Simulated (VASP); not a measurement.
# GaN (Fm-3m) in VASP: single point with LDA

Aim: the single point of GaN with LDA.

Program: VASP 6.6.1. These are calculated values, not measurements. Logs are shortened: lines on timing, memory, paths and dates and some standing lists are left out, and cuts for length are marked.

### Step 1. The cell of the first run

Symmetry: Fm-3m, No. 225, cubic system. Conventional cell: a = 4.217 Å, b = 4.217 Å, c = 4.217 Å, α = 90.00°, β = 90.00°, γ = 90.00°. Within 2.8 Å of Ga (site symmetry m-3m) lie 6 N at 2.11 Å. N (site symmetry m-3m) has 6 Ga at 2.11 Å within 2.8 Å.

### Step 2. Single point, LDA

INCAR

```
PREC     = Accurate       # precision mode
ENCUT    = 1330           # plane-wave cutoff, eV
EDIFF    = 1E-6           # SCF threshold, eV
ISMEAR   = 0              # smearing method
SIGMA    = 0.01           # smearing width, eV
LREAL    = False          # projectors in reciprocal space
LASPH    = True           # aspherical terms in the spheres
NELM     = 120            # most SCF steps
ALGO     = Normal         # electronic algorithm
ISIF     = 2              # what is computed and relaxed
LWAVE    = False          # write WAVECAR
LCHARG   = False          # write CHGCAR
GGA      = CA             # functional
NBANDS   = 16             # bands
GGA_COMPAT= False
```

KPOINTS

```
regular mesh
0
Gamma
  8 8 8
```

POSCAR

```
GaN
1.0
    0.0000000000      2.1085153689      2.1085153689
    2.1085153689      0.0000000000      2.1085153689
    2.1085153689      2.1085153689      0.0000000000
Ga N
1 1
Direct
    0.5000000000      0.5000000000      0.5000000000
    0.0000000000      0.0000000000      0.0000000000
```

Potentials or basis: VASP PAW LDA potentials, release 64 (Ga_d, N_h).

The run is started by

```console
$ cat potpaw_LDA.64/Ga_d/POTCAR potpaw_LDA.64/N_h/POTCAR > POTCAR
$ mpirun -np 1 vasp_std > vasp.out
```

OUTCAR:

```text
PREC = Accurate
   ENCUT = 1330
   EDIFF = 1E-6
   ISMEAR = 0
   LREAL = False
   LASPH = True
   NELM = 120
   ISIF = 2
   GGA = CA

 ion  position               nearest neighbor table
   1  0.500  0.500  0.500-   2 2.11   2 2.11   2 2.11   2 2.11   2 2.11   2 2.11
   2  0.000  0.000  0.000-   1 2.11   1 2.11   1 2.11   1 2.11   1 2.11   1 2.11

  LATTYP: Found a face centered cubic cell.
 ALAT       =     4.2170307378

  Lattice vectors:

 A1 = (   0.0000000000,   2.1085153689,   2.1085153689)
 A2 = (   2.1085153689,   0.0000000000,   2.1085153689)
 A3 = (   2.1085153689,   2.1085153689,   0.0000000000)

Analysis of symmetry for initial positions (statically):
=====================================================================
 Subroutine PRICEL returns:
 Original cell was already a primitive cell.

 Routine SETGRP: Setting up the symmetry group for a
 face centered cubic supercell.

 Subroutine GETGRP returns: Found 48 space group operations
 (whereof 48 operations were pure point group operations)
 out of a pool of 48 trial point group operations.

The static configuration has the point symmetry O_h .

Analysis of symmetry for dynamics (positions and initial velocities):
=====================================================================
 Subroutine PRICEL returns:
 Original cell was already a primitive cell.

 Routine SETGRP: Setting up the symmetry group for a
 face centered cubic supercell.

 Subroutine GETGRP returns: Found 48 space group operations
 (whereof 48 operations were pure point group operations)
 out of a pool of 48 trial point group operations.

The dynamic configuration has the point symmetry O_h .

 Subroutine INISYM returns: Found 48 space group operations
 (whereof 48 operations are pure point group operations),
 and found     1 'primitive' translations

----------------------------------------------------------------------------------------

                                     Primitive cell

  volume of cell :      18.7482

  direct lattice vectors                    reciprocal lattice vectors
     0.000000000  2.108515369  2.108515369    -0.237133676  0.237133676  0.237133676
     2.108515369  0.000000000  2.108515369     0.237133676 -0.237133676  0.237133676
     2.108515369  2.108515369  0.000000000     0.237133676  0.237133676 -0.237133676

[... 74 lines left out ...]
   PREC   = accura    normal or accurate (medium, high low for compatibility)
   ISTART =      0    job   : 0-new  1-cont  2-samecut
   ICHARG =      2    charge: 1-file 2-atom 10-const
   ISPIN  =      1    spin polarized calculation?
   LNONCOLLINEAR =      F non collinear calculations
   LSORBIT =      F    spin-orbit coupling
   LASPH  =      T    aspherical Exc in radial PAW
   ENCUT  = 1330.0 eV  97.75 Ry    9.89 a.u.   8.87  8.87  8.87*2*pi/ulx,y,z
   NELM   =    120;   NELMIN=  2; NELMDL= -5     # of ELM steps
   EDIFF  = 0.1E-05   stopping-criterion for ELM
   LREAL  =      F    real-space projection
   EDIFFG = 0.1E-04   stopping-criterion for IOM
   NSW    =      0    number of steps for IOM
   IBRION =     -1    ionic relax: 0-MD 1-quasi-New 2-CG
   NFREE  =      0    steps in history (QN), initial steepest desc. (CG)
   ISIF   =      2    stress and relaxation
   ISYM   =      2    0-nonsym 1-usesym 2-fastsym
   POTIM  = 0.5000    time-step for ionic-motion
   TEBEG  =    0.0;   TEEND  =   0.0 temperature during run
   PSTRESS=    0.0 pullay stress
   NELECT =      18.0000    total number of electrons
   NUPDOWN=      -1.0000    fix difference up-down
   EMIN   =  10.00;   EMAX   =-10.00  energy-range for DOS
   EFERMI =   0.00;   METHOD = LEGACY
   ISMEAR =     0;   SIGMA  =   0.01  broadening in eV -4-tet -1-fermi 0-gaus
   EFERMI_NEDOS =   21; number of points for ismear=-14 and -15
   IALGO  =     38    algorithm
   IMIX   =      4    mixing-type and parameters
     AMIX     =   0.40;   BMIX     =  1.00
     AMIX_MAG =   1.60;   BMIX_MAG =  1.00
  volume/ion in A,a.u.               =       9.37        63.26
  Fermi-wavevector in a.u.,A,eV,Ry     =   1.615024  3.051952 35.488097  2.608302
  Thomas-Fermi vector in A             =   2.709838
   LORBIT       =      0    0 simple, 1 ext, 2 COOP (PROOUT), +10 PAW based schemes
   GGA     = CA    functional components
   LHFCALC =     F    Hartree Fock is set to
   AEXX    =    0.0000 exact exchange contribution
   IVDW    =     0    specifies the selected vdW correction
   LEPSILON=     F    determine dielectric tensor
   LRPA    =     F    only Hartree local field effects (RPA)
 non-spin polarized calculation
 Gauss-broadening in eV      SIGMA  =   0.01
  energy-cutoff  :     1330.00
  volume of cell :       18.75
 maximum number of plane-waves:      2085
   NGX = 17   NGY = 17   NGZ = 17

 number of electron      18.0000001 magnetization

 Free energy of the ion-electron system (eV)
  ---------------------------------------------------
  ext. energy  EPLUGINS =         0.00000000
  ---------------------------------------------------
  free energy    TOTEN  =       -13.07894551 eV

  energy without entropy =      -13.07894551  energy(sigma->0) =      -13.07894551

 E-fermi :   8.2166     XC(G=0): -13.5362

 val. band max:        8.1262186319   @ k =  -0.2500   0.1250   0.0000
 cond. band min:       8.6010788575   @ k =   0.5000   0.5000   0.0000
 fundamental gap:      0.4748602256
 Fermi energy:         8.2165796187

 k-point     1 :       0.0000    0.0000    0.0000
  band No.  band energies     occupation
      1      -9.1243      2.00000
      2      -5.9543      2.00000
      3      -5.9543      2.00000
      4      -5.9543      2.00000
      5      -5.8551      2.00000
      6      -5.8551      2.00000
[... 433 lines left out ...]
      3      -5.9839      2.00000
      4      -5.9005      2.00000
      5      -5.7159      2.00000
      6      -4.2208      2.00000
[... 8 lines left out ...]
     15      27.0846      0.00000
     16      31.7368      0.00000

 [... further k-points ...]
[... 5 lines left out ...]
  --------------------------------------------------------------------------------------
  -------------------------------------------------------------------------------------
  Total       -0.5768055     -0.5768055     -0.5768055      0.0000000     -0.0000000      0.0000000
  in kB      -49.2923677    -49.2923677    -49.2923677      0.0000000     -0.0000000      0.0000000
  external PRESSURE =     -49.2923677 kB  Pullay stress =       0.0000000 kB

 VOLUME and BASIS-vectors are now :
 -----------------------------------------------------------------------------
  energy-cutoff  :     1330.00
  volume of cell :       18.75
      direct lattice vectors                 reciprocal lattice vectors
     0.000000000  2.108515369  2.108515369    -0.237133676  0.237133676  0.237133676
     2.108515369  0.000000000  2.108515369     0.237133676 -0.237133676  0.237133676
     2.108515369  2.108515369  0.000000000     0.237133676  0.237133676 -0.237133676

 POSITION                                       TOTAL-FORCE (eV/Angst)
 -----------------------------------------------------------------------------------
      2.10852      2.10852      2.10852        -0.000000     -0.000000     -0.000000
      0.00000      0.00000      0.00000         0.000000      0.000000      0.000000
 -----------------------------------------------------------------------------------
    total drift:                                0.000000      0.000000      0.000000

  FREE ENERGIE OF THE ION-ELECTRON SYSTEM (eV)
  ---------------------------------------------------
  free  energy   TOTEN  =       -13.0789455124 eV

  energy  without entropy=      -13.0789455124  energy(sigma->0) =      -13.07894551
```

stdout:

```text
POSCAR found type information on POSCAR GaN
 POSCAR found :  2 types and       2 ions
 scaLAPACK will be used
 LDA part: xc-table for (Slater(with rela. corr.)+CA(PZ))
 , standard interpolation
 POSCAR, INCAR and KPOINTS ok, starting setup
 FFT: planning ... GRIDC
 FFT: planning ... GRID_SOFT
 FFT: planning ... GRID
 WAVECAR not read
 entering main loop
```

It took 43 s on 1 thread of AMD EPYC 7R43 (Zen 3), shared host; peak memory 0.16 GiB.

What came out:

```yaml
Free_energy: -13.0789 eV
Pressure: -4.9 GPa
Band_gap_on_the_k_mesh: 0.47 eV (least direct gap 2.92 eV)
```

Levels at points of the mesh, in eV from the valence-band top:
| k point | band 6 | band 7 | band 8 | band 9 | band 10 | band 11 | band 12 | band 13 |
| --- | --- | --- | --- | --- | --- | --- | --- | --- |
| (0.00, 0.00, 0.00) | -13.98 | -0.52 | -0.52 | -0.52 | 2.40 | 14.71 | 14.71 | 14.71 |
| (0.50, 0.00, 0.00) | -13.85 | -8.36 | -0.15 | -0.15 | 4.71 | 8.95 | 8.95 | 9.34 |
| (0.50, 0.50, 0.00) | -10.83 | -7.22 | -3.08 | -3.08 | 0.47 | 7.79 | 11.86 | 14.37 |

Caveat: the cell stands under tension. A k mesh can miss the band edges.
